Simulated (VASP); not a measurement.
Input of a VASP 6.6.1 run:

INCAR

```
SYSTEM = Co
PREC = Accurate ; ENCUT = 600
EDIFF = 1E-6 ; ISMEAR = 0
SIGMA = 0.1 ; LREAL = .FALSE.
LASPH = .TRUE. ; NELM = 150
ALGO = Normal ; ISIF = 4
LWAVE = .FALSE. ; LCHARG = .FALSE.
ISPIN = 2 ; MAGMOM = 1.84 1.84
LORBIT = 11 ; LMAXMIX = 4
GGA = PE ; IBRION = 2
NSW = 50 ; EDIFFG = -0.01
```

KPOINTS

```
regular mesh
0
G
  18 18 10
  0 0 0
```

POSCAR

```
Co
1.0
    2.5169520531      0.0000000000      0.0000000000
   -1.2584760265      2.1797444181      0.0000000000
    0.0000000000      0.0000000000      4.0736231727
Co
2
Direct
    0.3333333333      0.6666666667      0.2500000000
    0.6666666667      0.3333333333      0.7500000000
```

Potentials or basis: VASP PAW PBE potentials, release 64 (Co).

Launch:

```console
$ cat potpaw_PBE.64/Co/POTCAR > POTCAR
$ mpirun -np 1 vasp_std > vasp.out
```

What does it give for the net moment?

3.21 μB per cell.

Estimate the site moments.

Co +1.63 μB.

Final structure:
```yaml
crystal:
  lattice:
    - [2.51695, 0.00000, 0.00000]
    - [-1.25848, 2.17974, 0.00000]
    - [0.00000, 0.00000, 4.07362]
  atoms:
    - { symbol: Co, position: [0.33333, 0.66667, 0.25000] }
    - { symbol: Co, position: [0.66667, 0.33333, 0.75000] }
```
